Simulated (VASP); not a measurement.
# Os (P6_3/mmc) in VASP: further runs

The runs below take Os through single point, with HF, r2SCAN.

Everything below comes from runs of VASP 6.6.1. Logs are shortened: lines on timing, memory, paths and dates and some standing lists are left out, and cuts for length are marked.

## 1. The cell of the first run

Symmetry: P6_3/mmc, No. 194, hexagonal system. Conventional cell: a = 2.734 Å, b = 2.734 Å, c = 4.320 Å, α = 90.00°, β = 90.00°, γ = 120.00°. Within 3.5 Å of Os (site symmetry -6m2) lie 12 Os at 2.68 to 2.73 Å.

## 2. Single point, HF

POSCAR reads:

```
Os
1.0
    2.7341000000      0.0000000000      0.0000000000
   -1.3670500000      2.3678000565      0.0000000000
    0.0000000000      0.0000000000      4.3197000000
Os
2
Direct
    0.6666666667      0.3333333333      0.7500000000
    0.3333333333      0.6666666667      0.2500000000
```

INCAR.step1 reads:

```
PREC     = Accurate       # precision mode
ENCUT    = 520            # plane-wave cutoff, eV
EDIFF    = 1E-5           # SCF threshold, eV
ISMEAR   = -1             # smearing method
SIGMA    = 0.05           # smearing width, eV
LREAL    = F              # projectors in reciprocal space
LASPH    = T              # aspherical terms in the spheres
NELM     = 60             # most SCF steps
ALGO     = Normal         # electronic algorithm
ISIF     = 2              # what is computed and relaxed
LWAVE    = T              # write WAVECAR
LCHARG   = F              # write CHGCAR
NBANDS   = 15             # bands
GGA      = PE             # functional
```

INCAR.step2 reads:

```
PREC     = Accurate       # precision mode
ENCUT    = 520            # plane-wave cutoff, eV
EDIFF    = 1E-6           # SCF threshold, eV
ISMEAR   = -1             # smearing method
SIGMA    = 0.05           # smearing width, eV
LREAL    = F              # projectors in reciprocal space
LASPH    = T              # aspherical terms in the spheres
NELM     = 60             # most SCF steps
ALGO     = Normal         # electronic algorithm
ISIF     = 2              # what is computed and relaxed
LWAVE    = F              # write WAVECAR
LCHARG   = F              # write CHGCAR
GGA      = PE             # functional
LHFCALC  = T              # exact exchange
AEXX     = 1.0            # exact-exchange fraction
ALDAC    = 0.0          
AGGAC    = 0.0          
PRECFOCK = Normal       
NBANDS   = 15             # bands
ISTART   = 1
```

KPOINTS reads:

```
regular mesh
0
Gamma
  6 6 3
```

Potentials or basis: VASP PAW PBE potentials, release 64 (Os).

Launch:

```console
> cat potpaw_PBE.64/Os/POTCAR > POTCAR
> cp INCAR.step1 INCAR
> mpirun -np 1 vasp_std > vasp.out
> cp INCAR.step2 INCAR
> mpirun -np 1 vasp_std > vasp.out
```

OUTCAR:

```text
PREC = Accurate
   ENCUT = 520
   EDIFF = 1E-6
   ISMEAR = -1
   LREAL = F
   LASPH = T
   NELM = 60
   ISIF = 2
   GGA = PE
   LHFCALC = T
   AEXX = 1.0
   PRECFOCK = Normal
   ISTART = 1

 ion  position               nearest neighbor table
   1  0.667  0.333  0.750-   2 2.68   2 2.68   2 2.68   2 2.68   2 2.68   2 2.68
   2  0.333  0.667  0.250-   1 2.68   1 2.68   1 2.68   1 2.68   1 2.68   1 2.68

  LATTYP: Found a hexagonal cell.
 ALAT       =     2.7341000000
 C/A-ratio  =     1.5799348963

  Lattice vectors:

 A1 = (   2.7341000000,   0.0000000000,   0.0000000000)
 A2 = (  -1.3670500000,   2.3678000565,   0.0000000000)
 A3 = (   0.0000000000,   0.0000000000,   4.3197000000)

Analysis of symmetry for initial positions (statically):
=====================================================================
 Subroutine PRICEL returns:
 Original cell was already a primitive cell.

 Routine SETGRP: Setting up the symmetry group for a
 hexagonal supercell.

 Subroutine GETGRP returns: Found 24 space group operations
 (whereof 12 operations were pure point group operations)
 out of a pool of 24 trial point group operations.

The static configuration has the point symmetry D_3d.
 The point group associated with its full space group is D_6h.

Analysis of symmetry for dynamics (positions and initial velocities):
=====================================================================
 Subroutine PRICEL returns:
 Original cell was already a primitive cell.

 Routine SETGRP: Setting up the symmetry group for a
 hexagonal supercell.

 Subroutine GETGRP returns: Found 24 space group operations
 (whereof 12 operations were pure point group operations)
 out of a pool of 24 trial point group operations.

The dynamic configuration has the point symmetry D_3d.
 The point group associated with its full space group is D_6h.

 Subroutine INISYM returns: Found 24 space group operations
 (whereof 12 operations are pure point group operations),
 and found     1 'primitive' translations

----------------------------------------------------------------------------------------

                                     Primitive cell

  volume of cell :      27.9649

  direct lattice vectors                    reciprocal lattice vectors
     2.734100000  0.000000000  0.000000000     0.365751070  0.211166479  0.000000000
    -1.367050000  2.367800057  0.000000000     0.000000000  0.422332957  0.000000000
[... 91 lines left out ...]
   IALGO  =     38    algorithm
   IMIX   =      1    mixing-type and parameters
     AMIX     =   0.40;   BMIX     =  1.00
     AMIX_MAG =   1.60;   BMIX_MAG =  1.00
  volume/ion in A,a.u.               =      13.98        94.36
  Fermi-wavevector in a.u.,A,eV,Ry     =   1.359076  2.568282 25.131161  1.847088
  Thomas-Fermi vector in A             =   2.485855
   LORBIT       =      0    0 simple, 1 ext, 2 COOP (PROOUT), +10 PAW based schemes
   GGA     = PE    functional components
   LHFCALC =     T    Hartree Fock is set to
   PRECFOCK=normal    Normal, Fast or Accurate (Low or Medium for compatibility)
   ENCUT4O =  -1.0   cutoff for four orbital integrals eV
   NKREDX  =     1    reduce k-point grid by
   NKREDY  =     1    reduce k-point grid by
   NKREDZ  =     1    reduce k-point grid by
   AEXX    =    1.0000 exact exchange contribution
   HFSCREEN=    0.0000 screening length (either q_TF or 0.3 A-1)
   HFSCREENC=   0.0000 screening length for correlation (either q_TF or 0.3 A-1)
   ENCUTFOCK=  -1.0 apply spherical cutoff to Coloumb kernel
   IVDW    =     0    specifies the selected vdW correction
   LEPSILON=     F    determine dielectric tensor
   LRPA    =     F    only Hartree local field effects (RPA)
 non-spin polarized calculation
  energy-cutoff  :      520.00
  volume of cell :       27.96
 maximum number of plane-waves:       761
  NGX = 16; NGY = 16; NGZ = 28

 number of electron      15.9999999 magnetization

 Free energy of the ion-electron system (eV)
  ---------------------------------------------------
  ext. energy  EPLUGINS =         0.00000000
  ---------------------------------------------------
  free energy    TOTEN  =       -38.70845227 eV

  energy without entropy =      -38.70594915  energy(sigma->0) =      -38.70720071

 E-fermi :   9.7874     XC(G=0):   0.0000

 val. band max:        9.7069149929   @ k =   0.1667   0.1667   0.0000
 cond. band min:      11.1422604265   @ k =   0.5000   0.0000   0.3333
 fundamental gap:      1.4353454336
 Fermi energy:         9.7873868886

 k-point     1 :       0.0000    0.0000    0.0000
  band No.  band energies     occupation
      1      -7.4183      2.00000
      2      -2.9820      2.00000
      3       3.5006      2.00000
      4       3.5006      2.00000
      5       4.5435      2.00000
      6       4.5435      2.00000
      7       4.7302      2.00000
      8       5.0591      2.00000
      9       5.0591      2.00000
     10       7.8973      2.00000
     11      14.3697      0.00000
     12      14.3697      0.00000
     13      25.4296      0.00000
     14      30.1514      0.00000
[... 221 lines left out ...]
      2      -0.4966      2.00000
      3      -0.4966      2.00000
      4       1.2964      2.00000
      5       2.8758      2.00000
      6       2.8758      2.00000
      7       5.5938      2.00000
      8       7.4522      2.00000
      9      15.2678      0.00000
     10      15.2678      0.00000
     11      22.2027      0.00000
     12      22.2027      0.00000
     13      25.3369      0.00000
     14      27.2909      0.00000
     15      27.2909      0.00000

------------------------ aborting loop because EDIFF is reached ----------------------------------------

  FORCE on cell =-STRESS in cart. coord.  units (eV):
  Direction    XX          YY          ZZ          XY          YZ          ZX
  --------------------------------------------------------------------------------------
  -------------------------------------------------------------------------------------
  Total       -0.1455375     -0.1455375     -2.2002681      0.0000000      0.0000000      0.0000000
  in kB       -8.3382007     -8.3382007   -126.0588043      0.0000000      0.0000000      0.0000000
  external PRESSURE =     -47.5784019 kB  Pullay stress =       0.0000000 kB

 VOLUME and BASIS-vectors are now :
 -----------------------------------------------------------------------------
  energy-cutoff  :      520.00
  volume of cell :       27.96
      direct lattice vectors                 reciprocal lattice vectors
     2.734100000  0.000000000  0.000000000     0.365751070  0.211166479  0.000000000
    -1.367050000  2.367800057  0.000000000     0.000000000  0.422332957  0.000000000
     0.000000000  0.000000000  4.319700000     0.000000000  0.000000000  0.231497558

 POSITION                                       TOTAL-FORCE (eV/Angst)
 -----------------------------------------------------------------------------------
      1.36705      0.78927      3.23977         0.000000     -0.000000      0.000000
     -0.00000      1.57853      1.07993        -0.000000      0.000000     -0.000000
 -----------------------------------------------------------------------------------
    total drift:                               -0.000000      0.000000     -0.000000

  FREE ENERGIE OF THE ION-ELECTRON SYSTEM (eV)
  ---------------------------------------------------
  free  energy   TOTEN  =       -38.7084522679 eV

  energy  without entropy=      -38.7059491501  energy(sigma->0) =      -38.70720071
```

OUTCAR.step1:

```text
PREC = Accurate
   ENCUT = 520
   EDIFF = 1E-5
   ISMEAR = -1
   LREAL = F
[... 463 lines left out ...]
      1.36705      0.78927      3.23977        -0.000000     -0.000000      0.000000
     -0.00000      1.57853      1.07993         0.000000      0.000000      0.000000
 -----------------------------------------------------------------------------------
    total drift:                               -0.000000      0.000000     -0.000000

  FREE ENERGIE OF THE ION-ELECTRON SYSTEM (eV)
  ---------------------------------------------------
  free  energy   TOTEN  =       -22.3541559993 eV

  energy  without entropy=      -22.3421980132  energy(sigma->0) =      -22.34817701
```

Wall time 36 min (1 thread of Intel Xeon 8259CL, shared host); peak memory 0.16 GiB.

Results:

```
Free energy            : -38.7085 eV
Pressure               : -4.8 GPa
Band gap on the k mesh : zero (bands 8 and 9 overlap by 10.31 eV)
```

Stress tensor (GPa, compression positive):
```
 -0.83   0.00   0.00
  0.00  -0.83   0.00
  0.00   0.00 -12.61
```

Caveat: the k points lie up to 0.48 Å⁻¹ apart, too coarse for converged energies and pressures of a metal; the PAW data sets were made with another functional, which shifts forces and pressure a little; spin-orbit coupling is left out, which moves the levels of the heavy elements.

## 3. Single point, HF

This run uses another cell than the first one, of 14.26 Å³/atom.

POSCAR reads:

```
Os
1.0
    2.7522071502      0.0000000000      0.0000000000
   -1.3761035751      2.3834813086      0.0000000000
    0.0000000000      0.0000000000      4.3483081185
Os
2
Direct
    0.6666666667      0.3333333333      0.7500000000
    0.3333333333      0.6666666667      0.2500000000
```

INCAR.step1 reads:

```
PREC = Accurate ; ENCUT = 520
EDIFF = 1E-5 ; ISMEAR = -1
SIGMA = 0.05 ; LREAL = F
LASPH = T ; NELM = 60
ALGO = Normal ; ISIF = 2
LWAVE = T ; NBANDS = 15
GGA = PE
```

INCAR.step2 reads:

```
PREC = Accurate ; ENCUT = 520
EDIFF = 1E-6 ; ISMEAR = -1
SIGMA = 0.05 ; LREAL = F
LASPH = T ; NELM = 60
ALGO = Normal ; ISIF = 2
LWAVE = F ; LCHARG = T
GGA = PE ; LHFCALC = T
AEXX = 1.0 ; ALDAC = 0.0
AGGAC = 0.0 ; PRECFOCK = Normal
LELF = T ; LVHAR = T
NBANDS = 15 ; ISTART = 1
```

KPOINTS is that of step 2.

Potentials or basis: VASP PAW PBE potentials, release 64 (Os).

Launch:

```console
> cat potpaw_PBE.64/Os/POTCAR > POTCAR
> cp INCAR.step1 INCAR
> mpirun -np 1 vasp_std > vasp.out
> cp INCAR.step2 INCAR
> mpirun -np 1 vasp_std > vasp.out
```

It took 27 min on 1 thread of Intel Xeon Platinum 8259CL at 2.50GHz (Skylake/Cascade Lake), shared host; peak memory 0.16 GiB.

The run converged. Its results:

```yaml
Free_energy: -38.6762 eV
Pressure: -13.6 GPa
Band_gap_on_the_k_mesh: zero (bands 8 and 9 overlap by 10.17 eV)
```

Stress tensor (GPa, compression positive):
```
 -9.67   0.00   0.00
  0.00  -9.67   0.00
  0.00   0.00 -21.53
```

Levels at points of the mesh, in eV from the Fermi level:
| k point | band 4 | band 5 | band 6 | band 7 | band 8 | band 9 | band 10 | band 11 | band 12 | band 13 |
| --- | --- | --- | --- | --- | --- | --- | --- | --- | --- | --- |
| (0.00, 0.00, 0.00) | -6.18 | -5.17 | -5.17 | -4.93 | -4.69 | -4.69 | -1.88 | 4.48 | 4.48 | 15.36 |
| (0.50, 0.00, 0.00) | -7.58 | -5.84 | -5.41 | -3.85 | 5.48 | 5.64 | 6.23 | 9.11 | 10.65 | 15.17 |

Caveat: the k points lie up to 0.48 Å⁻¹ apart, too coarse for converged energies and pressures of a metal; the PAW data sets were made with another functional, which shifts forces and pressure a little; spin-orbit coupling is left out, which moves the levels of the heavy elements.

(Continued in part 2 of 2.)

The gap in the log of VASP goes by the Fermi energy; the results here count the filled bands.